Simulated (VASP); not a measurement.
# Te2Mo (P6_3/mmc) in VASP: single point with r2SCAN

Aim: the single point of Te2Mo with r2SCAN.

All numbers are computed with VASP 6.6.1; they aren't measurements. Logs are shortened: lines on timing, memory, paths and dates and some standing lists are left out, and cuts for length are marked.

**1. The cell of the first run**

The structure is hexagonal, space group P6_3/mmc (No. 194). Conventional cell: a = 3.563 Å, b = 3.563 Å, c = 14.727 Å, α = 90.00°, β = 90.00°, γ = 120.00°. Te (site symmetry 3m) has 3 Mo at 2.73 Å and 7 Te at 3.56 to 3.58 Å within 3.6 Å. Within 3.6 Å of Mo (site symmetry -6m2) lie 6 Te at 2.73 Å and 6 Mo at 3.56 Å.

**2. Single point, r2SCAN**

The input, POSCAR:

```
Te2Mo
1.0
    3.5634495686      0.0000000000      0.0000000000
   -1.7817247843      3.0860378516      0.0000000000
    0.0000000000      0.0000000000     14.7272867380
Te Mo
4 2
Direct
    0.3333333333      0.6666666667      0.6284866781
    0.6666666667      0.3333333333      0.1284866781
    0.3333333333      0.6666666667      0.8715133219
    0.6666666667      0.3333333333      0.3715133219
    0.3333333333      0.6666666667      0.2500000000
    0.6666666667      0.3333333333      0.7500000000
```

The input, INCAR.step1:

```
SYSTEM = Te2Mo
PREC = Accurate
ENCUT = 520
ISMEAR = -1
SIGMA = 0.05
LREAL = .False.
LASPH = .True.
NELM = 60
NBANDS = 35
GGA = PE
ALGO = Normal
EDIFF = 1E-4
LWAVE = .True.
LCHARG = .False.
```

The input, INCAR.step2:

```
SYSTEM = Te2Mo
PREC = Accurate
ENCUT = 520
EDIFF = 1E-7
ISMEAR = -1
SIGMA = 0.05
LREAL = .False.
LASPH = .True.
NELM = 60
ALGO = Normal
ISIF = 2
LWAVE = .False.
LCHARG = .False.
METAGGA = R2SCAN
LMIXTAU = .True.
NBANDS = 35
ISTART = 1
```

The input, KPOINTS:

```
regular mesh
0
Gamma
  10 10 2
  0 0 0
```

Potentials or basis: VASP PAW PBE potentials, release 64 (Te, Mo_sv).

On the command line:

```sh
cat potpaw_PBE.64/Te/POTCAR potpaw_PBE.64/Mo_sv/POTCAR > POTCAR
cp INCAR.step1 INCAR
mpirun -np 1 vasp_std > vasp.out
cp INCAR.step2 INCAR
mpirun -np 1 vasp_std > vasp.out
```

OUTCAR:

```text
SYSTEM = Te2Mo
   PREC = Accurate
   ENCUT = 520
   EDIFF = 1E-7
   ISMEAR = -1
   LREAL = .False.
   LASPH = .True.
   NELM = 60
   ISIF = 2
   METAGGA = R2SCAN
   ISTART = 1

 ion  position               nearest neighbor table
   1  0.333  0.667  0.628-   6 2.73   6 2.73   6 2.73   3 3.58
   2  0.667  0.333  0.128-   5 2.73   5 2.73   5 2.73   4 3.58
   3  0.333  0.667  0.872-   6 2.73   6 2.73   6 2.73   1 3.58
   4  0.667  0.333  0.372-   5 2.73   5 2.73   5 2.73   2 3.58
   5  0.333  0.667  0.250-   2 2.73   4 2.73   2 2.73   4 2.73   2 2.73   4 2.73
   6  0.667  0.333  0.750-   1 2.73   3 2.73   1 2.73   3 2.73   1 2.73   3 2.73

  LATTYP: Found a hexagonal cell.
 ALAT       =     3.5634495686
 C/A-ratio  =     4.1328736255

  Lattice vectors:

 A1 = (   3.5634495686,   0.0000000000,   0.0000000000)
 A2 = (  -1.7817247843,   3.0860378516,   0.0000000000)
 A3 = (   0.0000000000,   0.0000000000,  14.7272867380)

Analysis of symmetry for initial positions (statically):
=====================================================================
 Subroutine PRICEL returns:
 Original cell was already a primitive cell.

 Routine SETGRP: Setting up the symmetry group for a
 hexagonal supercell.

 Subroutine GETGRP returns: Found 24 space group operations
 (whereof 12 operations were pure point group operations)
 out of a pool of 24 trial point group operations.

The static configuration has the point symmetry D_3d.
 The point group associated with its full space group is D_6h.

Analysis of symmetry for dynamics (positions and initial velocities):
=====================================================================
 Subroutine PRICEL returns:
 Original cell was already a primitive cell.

 Routine SETGRP: Setting up the symmetry group for a
 hexagonal supercell.

 Subroutine GETGRP returns: Found 24 space group operations
 (whereof 12 operations were pure point group operations)
 out of a pool of 24 trial point group operations.

The dynamic configuration has the point symmetry D_3d.
 The point group associated with its full space group is D_6h.

 Subroutine INISYM returns: Found 24 space group operations
 (whereof 12 operations are pure point group operations),
 and found     1 'primitive' translations

----------------------------------------------------------------------------------------

                                     Primitive cell

  volume of cell :     161.9551

  direct lattice vectors                    reciprocal lattice vectors
     3.563449569  0.000000000  0.000000000     0.280626955  0.162020048  0.000000000
    -1.781724784  3.086037852  0.000000000     0.000000000  0.324040095  0.000000000
     0.000000000  0.000000000 14.727286738     0.000000000  0.000000000  0.067901170

  length of vectors
     3.563449569  3.563449569 14.727286738     0.324040095  0.324040095  0.067901170

  position of ions in fractional coordinates (direct lattice)
     0.333333333  0.666666667  0.628486678
     0.666666667  0.333333333  0.128486678
     0.333333333  0.666666667  0.871513322
     0.666666667  0.333333333  0.371513322
     0.333333333  0.666666667  0.250000000
     0.666666667  0.333333333  0.750000000

  ion indices of the primitive-cell ions
   primitive index   ion index
                 1           1
                 2           2
                 3           3
                 4           4
                 5           5
                 6           6

----------------------------------------------------------------------------------------

 KPOINTS: regular mesh

Automatic generation of k-mesh.
 Grid dimensions read from file:
 generate k-points for:   10   10    2

 Generating k-lattice:

  Cartesian coordinates                     Fractional coordinates (reciprocal lattice)
     0.028062695  0.016202005  0.000000000     0.100000000  0.000000000  0.000000000
     0.000000000  0.032404010  0.000000000     0.000000000  0.100000000  0.000000000
     0.000000000  0.000000000  0.033950585     0.000000000  0.000000000  0.500000000

  Length of vectors
     0.032404010  0.032404010  0.033950585

  Shift w.r.t. Gamma in fractional coordinates (k-lattice)
     0.000000000  0.000000000  0.000000000

 Subroutine IBZKPT returns following result:
 ===========================================

 Found     28 irreducible k-points:

 Following reciprocal coordinates:
            Coordinates               Weight
  0.000000  0.000000  0.000000      1.000000
  0.100000 -0.000000  0.000000      6.000000
  0.200000 -0.000000  0.000000      6.000000
  0.300000 -0.000000  0.000000      6.000000
  0.400000 -0.000000  0.000000      6.000000
  0.500000 -0.000000  0.000000      3.000000
[... 16 lines left out ...]
  0.300000  0.100000  0.500000     12.000000
  0.400000  0.100000  0.500000     12.000000
 [... further k-points ...]
   k-points           NKPTS =     28   k-points in BZ     NKDIM =     28   number of bands    NBANDS=     35
   number of dos      NEDOS =    301   number of ions     NIONS =      6
   total plane-waves  NPLWV =  87808
   dimension x,y,z NGX =    28 NGY =   28 NGZ =  112
   dimension x,y,z NGXF=    56 NGYF=   56 NGZF=  224
   ions per type =               4   2
   NGX,Y,Z   is equivalent  to a cutoff of  13.06, 13.06, 12.64 a.u.
   NGXF,Y,Z  is equivalent  to a cutoff of  26.13, 26.13, 25.29 a.u.
 SYSTEM =  Te2Mo
   PREC   = accura    normal or accurate (medium, high low for compatibility)
   ISTART =      1    job   : 0-new  1-cont  2-samecut
   ICHARG =      0    charge: 1-file 2-atom 10-const
   ISPIN  =      1    spin polarized calculation?
   LNONCOLLINEAR =      F non collinear calculations
   LSORBIT =      F    spin-orbit coupling
   LASPH  =      T    aspherical Exc in radial PAW
   ENCUT  =  520.0 eV  38.22 Ry    6.18 a.u.   6.63  6.63 27.38*2*pi/ulx,y,z
   NELM   =     60;   NELMIN=  2; NELMDL=  0     # of ELM steps
   EDIFF  = 0.1E-06   stopping-criterion for ELM
   LREAL  =      F    real-space projection
   EDIFFG = 0.1E-05   stopping-criterion for IOM
   NSW    =      0    number of steps for IOM
   IBRION =     -1    ionic relax: 0-MD 1-quasi-New 2-CG
   NFREE  =      0    steps in history (QN), initial steepest desc. (CG)
   ISIF   =      2    stress and relaxation
   ISYM   =      2    0-nonsym 1-usesym 2-fastsym
   POTIM  = 0.5000    time-step for ionic-motion
   TEBEG  =    0.0;   TEEND  =   0.0 temperature during run
   PSTRESS=    0.0 pullay stress
   NELECT =      52.0000    total number of electrons
   NUPDOWN=      -1.0000    fix difference up-down
   EMIN   =  10.00;   EMAX   =-10.00  energy-range for DOS
   EFERMI =   0.00;   METHOD = LEGACY
   ISMEAR =    -1;   SIGMA  =   0.05  broadening in eV -4-tet -1-fermi 0-gaus
   EFERMI_NEDOS =   21; number of points for ismear=-14 and -15
   IALGO  =     38    algorithm
   IMIX   =      4    mixing-type and parameters
     AMIX     =   0.40;   BMIX     =  1.00
     AMIX_MAG =   1.60;   BMIX_MAG =  1.00
  volume/ion in A,a.u.               =      26.99       182.15
  Fermi-wavevector in a.u.,A,eV,Ry     =   1.121014  2.118409 17.098069  1.256673
  Thomas-Fermi vector in A             =   2.257665
   LORBIT       =      0    0 simple, 1 ext, 2 COOP (PROOUT), +10 PAW based schemes
   METAGGA = R2SCAN    functional components
   LHFCALC =     F    Hartree Fock is set to
   AEXX    =    0.0000 exact exchange contribution
   IVDW    =     0    specifies the selected vdW correction
   LEPSILON=     F    determine dielectric tensor
   LRPA    =     F    only Hartree local field effects (RPA)
 non-spin polarized calculation
  energy-cutoff  :      520.00
  volume of cell :      161.96
 maximum number of plane-waves:      4410
 NGX is ok and might be reduce to    28
   NGX = 13   NGY = 13   NGZ = 55

 number of electron      52.0000002 magnetization

 Free energy of the ion-electron system (eV)
  ---------------------------------------------------
  ext. energy  EPLUGINS =         0.00000000
  ---------------------------------------------------
  free energy    TOTEN  =      -155.66642822 eV

  energy without entropy =     -155.66642598  energy(sigma->0) =     -155.66642710

 E-fermi :   7.4666     XC(G=0): -10.5230

 val. band max:        6.9695528726   @ k =   0.0000   0.0000   0.0000
 cond. band min:       8.0185036546   @ k =   0.2000   0.2000   0.0000
 fundamental gap:      1.0489507819
 Fermi energy:         7.4665632603

 k-point     1 :       0.0000    0.0000    0.0000
  band No.  band energies     occupation
      1     -55.7356      2.00000
      2     -55.7356      2.00000
      3     -29.1539      2.00000
      4     -29.1539      2.00000
      5     -29.0666      2.00000
      6     -29.0666      2.00000
[... 27 lines left out ...]
     34      10.4279      0.00000
     35      12.9409      0.00000

 k-point     2 :       0.1000   -0.0000    0.0000
  band No.  band energies     occupation
      1     -55.7347      2.00000
      2     -55.7347      2.00000
      3     -29.1512      2.00000
      4     -29.1511      2.00000
      5     -29.0786      2.00000
      6     -29.0786      2.00000
[... 27 lines left out ...]
     34      10.2368      0.00000
     35      13.3786      0.00000

 k-point     3 :       0.2000   -0.0000    0.0000
  band No.  band energies     occupation
      1     -55.7324      2.00000
      2     -55.7324      2.00000
      3     -29.1440      2.00000
      4     -29.1440      2.00000
      5     -29.1099      2.00000
      6     -29.1099      2.00000
[... 27 lines left out ...]
     34      10.5288      0.00000
     35      13.5590      0.00000
[... 723 lines left out ...]
 k-point    23 :       0.3000    0.1000    0.5000
  band No.  band energies     occupation
      1     -55.7279      2.00000
      2     -55.7279      2.00000
      3     -29.1645      2.00000
      4     -29.1645      2.00000
      5     -29.1303      2.00000
      6     -29.1303      2.00000
[... 27 lines left out ...]
     34      10.6212      0.00000
     35      12.7759      0.00000

 k-point    24 :       0.4000    0.1000    0.5000
  band No.  band energies     occupation
      1     -55.7263      2.00000
      2     -55.7263      2.00000
      3     -29.1844      2.00000
      4     -29.1844      2.00000
      5     -29.1254      2.00000
      6     -29.1254      2.00000
[... 27 lines left out ...]
     34      10.5410      0.00000
     35      11.7137      0.00000

 [... further k-points ...]
[... 5 lines left out ...]
  --------------------------------------------------------------------------------------
  -------------------------------------------------------------------------------------
  Total        0.0876281      0.0876281      0.1832053     -0.0000000      0.0000000     -0.0000000
  in kB        0.8668803      0.8668803      1.8124003     -0.0000000      0.0000000     -0.0000000
  external PRESSURE =       1.1820536 kB  Pullay stress =       0.0000000 kB

 VOLUME and BASIS-vectors are now :
 -----------------------------------------------------------------------------
  energy-cutoff  :      520.00
  volume of cell :      161.96
      direct lattice vectors                 reciprocal lattice vectors
     3.563449569  0.000000000  0.000000000     0.280626955  0.162020048  0.000000000
    -1.781724784  3.086037852  0.000000000     0.000000000  0.324040095  0.000000000
     0.000000000  0.000000000 14.727286738     0.000000000  0.000000000  0.067901170

 POSITION                                       TOTAL-FORCE (eV/Angst)
 -----------------------------------------------------------------------------------
     -0.00000      2.05736      9.25590         0.000000     -0.000000     -0.026094
      1.78172      1.02868      1.89226         0.000000     -0.000000     -0.026094
     -0.00000      2.05736     12.83503         0.000000     -0.000000      0.026094
      1.78172      1.02868      5.47138         0.000000     -0.000000      0.026094
     -0.00000      2.05736      3.68182         0.000000     -0.000000      0.000000
      1.78172      1.02868     11.04547        -0.000000      0.000000      0.000000
 -----------------------------------------------------------------------------------
    total drift:                               -0.000000      0.000000     -0.000000

  FREE ENERGIE OF THE ION-ELECTRON SYSTEM (eV)
  ---------------------------------------------------
  free  energy   TOTEN  =      -155.6664282176 eV

  energy  without entropy=     -155.6664259794  energy(sigma->0) =     -155.66642710
```

Run time: 17 min. Hardware: 1 thread of Intel Xeon Platinum 8259CL at 2.50GHz (Skylake/Cascade Lake), shared host; peak memory 0.39 GiB.

What came out:

```yaml
Free_energy: -155.6664 eV
Pressure: 0.1 GPa
Largest_force: 0.026 eV/Å
Band_gap_on_the_k_mesh: 1.05 eV (least direct gap 1.22 eV)
```

Forces in eV/Å, atoms in the order of the input:
```
Te   0.000  0.000 -0.026
Te   0.000  0.000 -0.026
Te   0.000  0.000  0.026
Te   0.000  0.000  0.026
Mo   0.000  0.000  0.000
Mo   0.000  0.000  0.000
```

Caveat: the PAW data sets were made with another functional, which shifts forces and pressure a little; spin-orbit coupling is left out, which moves the levels of the heavy elements.
